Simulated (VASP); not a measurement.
# Cu: single point with r2SCAN

Crystal: Cu.

```xyz
1
Lattice="0.0000 1.8149 1.8149 1.8149 0.0000 1.8149 1.8149 1.8149 0.0000" Properties=species:S:1:pos:R:3 pbc="T T T"
Cu    0.0000    0.0000    0.0000
```

| Quantity | Value |
| --- | --- |
| Program | VASP 6.6.1 |
| Task | single point |
| Functional | r2SCAN |
| Potentials or basis | VASP PAW PBE potentials, release 64 (Cu) |
| Cutoff | 520 eV |
| k mesh | 20 × 20 × 20 |
| Occupations | gaussian, width 0.1 eV |
| Spin | no spin polarisation |

```json
{"Pressure": "-5.8 GPa"}
```

Levels at points of the mesh, in eV from the Fermi level:
| k point | band 4 | band 5 | band 6 | band 7 | band 8 | band 9 |
| --- | --- | --- | --- | --- | --- | --- |
| (0.00, 0.00, 0.00) | -3.06 | -2.26 | -2.26 | 23.31 | 26.25 | 26.25 |
| (0.50, 0.00, 0.00) | -1.69 | -1.69 | -0.97 | 3.94 | 21.83 | 22.97 |
| (0.50, 0.50, 0.00) | -1.54 | -1.54 | 1.63 | 7.38 | 13.70 | 13.70 |

Run time: 3.3 min on 1 thread of Intel Xeon 8259CL, with other jobs on the host, peak memory 0.15 GiB.

Caveat: the PAW data sets were made with another functional, which shifts forces and pressure a little.
